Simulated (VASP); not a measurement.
Write the native input for VASP 6.6.1 that does the following.

```
Task                   : single point
Functional             : LDA
Potentials or basis    : VASP PAW LDA potentials, release 64 (Ca_sv, I)
Cutoff                 : 520 eV
k mesh                 : 7 × 7 × 4
Occupations            : fermi-dirac, width 0.03 eV
Spin                   : no spin polarisation
Dipole correction      : no
Further INCAR settings : ALGO = Normal; EDIFF = 1e-06; NBANDS = 19
```

The structure of CaI2 lies in POSCAR:

```
CaI2
1.0
    3.7679595468      0.0000000000      0.0000000000
   -1.8839797734      3.2631486880      0.0000000000
    0.0000000000      0.0000000000      6.2497384280
Ca I
1 2
Direct
    0.0000000000      0.0000000000      0.0000000000
    0.3333333333      0.6666666667      0.2927857377
    0.6666666667      0.3333333333      0.7072142623
```

The input as run:

INCAR

```
SYSTEM = CaI2
PREC = Accurate
ENCUT = 520
EDIFF = 1E-6
ISMEAR = -1
SIGMA = 0.03
LREAL = .False.
LASPH = .True.
NELM = 80
ALGO = Normal
ISIF = 2
LWAVE = .False.
LCHARG = .False.
NBANDS = 19
```

KPOINTS

```
Automatic mesh
0
Gamma
  7 7 4
  0 0 0
```

Potentials or basis: VASP PAW LDA potentials, release 64 (Ca_sv, I).

The run is started by

```console
$ cat potpaw_LDA.64/Ca_sv/POTCAR potpaw_LDA.64/I/POTCAR > POTCAR
$ mpirun -np 1 vasp_std > vasp.out
```

Results of the run:

```json
{
 "Pressure": "17.5 GPa",
 "Largest force": "0.044 eV/Å",
 "Band gap on the k mesh": "1.76 eV (least direct gap 2.77 eV)"
}
```

Caveat: the cell stands under pressure; spin-orbit coupling is left out, which moves the levels of the heavy elements; an odd mesh through Γ misses points on the zone boundary, where band edges can lie.

Run time: 22 s on 1 thread of Intel(R) Xeon(R) Platinum 8488C (Sapphire Rapids), on a shared host, peak memory 0.17 GiB.
